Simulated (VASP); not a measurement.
A run of VASP 6.6.1 is set up as follows.

Contents of INCAR:

```
  ALGO = Normal
  EDIFF = 1E-7
  ENCUT = 520
  GGA = CA
  ISIF = 2
  ISMEAR = 0
  LASPH = True
  LCHARG = False
  LREAL = False
  LWAVE = False
  NBANDS = 36
  NELM = 80
  PREC = Accurate
  SIGMA = 0.05
```

KPOINTS

```
k-points
0
Gamma
  12 12 6
```

POSCAR

```
Ge
1.0
    3.9975858431      0.0000000000      0.0000000000
   -1.9987929216      3.4620108940      0.0000000000
    0.0000000000      0.0000000000      6.5993779500
Ge
4
Direct
    0.6666666700      0.3333333300      0.0704777217
    0.3333333300      0.6666666700      0.5629012500
    0.6666666700      0.3333333300      0.4370987500
    0.3333333300      0.6666666700      0.9370987500
```

Potentials or basis: VASP PAW LDA potentials, release 64 (Ge_d).

Command:

```console
$ cat potpaw_LDA.64/Ge_d/POTCAR > POTCAR
$ mpirun -np 1 vasp_std > vasp.out
```

Q: Predict the band gap on the k mesh.

A: Zero (bands 28 and 29 overlap by 0.02 eV).

Q: What does it give for the largest force?

A: 0.644 eV/Å.

Q: Predict the pressure.

A: -1.9 GPa.

Forces on the atoms (eV/Å):
```
Ge   0.000  0.000 -0.644
Ge   0.000  0.000  0.047
Ge   0.000  0.000  0.336
Ge   0.000  0.000  0.261
```

Caveat: semilocal functionals underestimate gaps, and a narrow one can read as zero.
